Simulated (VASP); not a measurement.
Write the native input for VASP 6.6.1 that does the following.

- Task: single point
- Functional: PBE
- Potentials or basis: VASP PAW PBE potentials, release 64 (Li_sv, Sb)
- Cutoff: 750 eV
- k mesh: 3 × 3 × 3
- Occupations: fermi-dirac, width 0.05 eV
- Spin: no spin polarisation
- Dipole correction: no
- Further INCAR settings: ALGO = Normal; EDIFF = 1e-06; NBANDS = 17

The structure of LiSb3 lies in POSCAR:

```
LiSb3
1.0
    4.6810210000      0.0000000000      0.0000000000
    0.0000000000      4.6810210000      0.0000000000
    0.0000000000      0.0000000000      4.6810210000
Li Sb
1 3
Direct
    0.0000000000      0.0000000000      0.0000000000
    0.5000000000      0.0000000000      0.5000000000
    0.0000000000      0.5000000000      0.5000000000
    0.5000000000      0.5000000000      0.0000000000
```

One way to write it, as run:

INCAR

```
SYSTEM = LiSb3
ALGO     = Normal         ! electronic algorithm
EDIFF    = 1E-6           ! SCF threshold, eV
ENCUT    = 750            ! plane-wave cutoff, eV
GGA      = PE             ! functional
GGA_COMPAT= .False.      
ISIF     = 2              ! what is computed and relaxed
ISMEAR   = -1             ! smearing method
LASPH    = .True.         ! aspherical terms in the spheres
LCHARG   = .False.        ! write CHGCAR
LREAL    = .False.        ! projectors in reciprocal space
LWAVE    = .False.        ! write WAVECAR
NBANDS   = 17             ! bands
NELM     = 120            ! most SCF steps
PREC     = Accurate       ! precision mode
SIGMA    = 0.05           ! smearing width, eV
```

KPOINTS

```
k-points
0
Gamma
  3 3 3
  0 0 0
```

Potentials or basis: VASP PAW PBE potentials, release 64 (Li_sv, Sb).

Command:

```bash
$ cat potpaw_PBE.64/Li_sv/POTCAR potpaw_PBE.64/Sb/POTCAR > POTCAR
$ mpirun -np 1 vasp_std > vasp.out
```

Results of the run:

| Property | Result |
| --- | --- |
| Pressure | 0.1 GPa |
| Band gap on the k mesh | zero (bands 9 and 10 overlap by 1.97 eV) |

Caveat: the k points lie up to 0.45 Å⁻¹ apart, too coarse for converged energies and pressures of a metal; spin-orbit coupling is left out, which moves the levels of the heavy elements.

Wall time 18 s on 1 thread of Intel(R) Xeon(R) 6975P-C (Granite Rapids), on a shared host, peak memory 0.24 GiB.
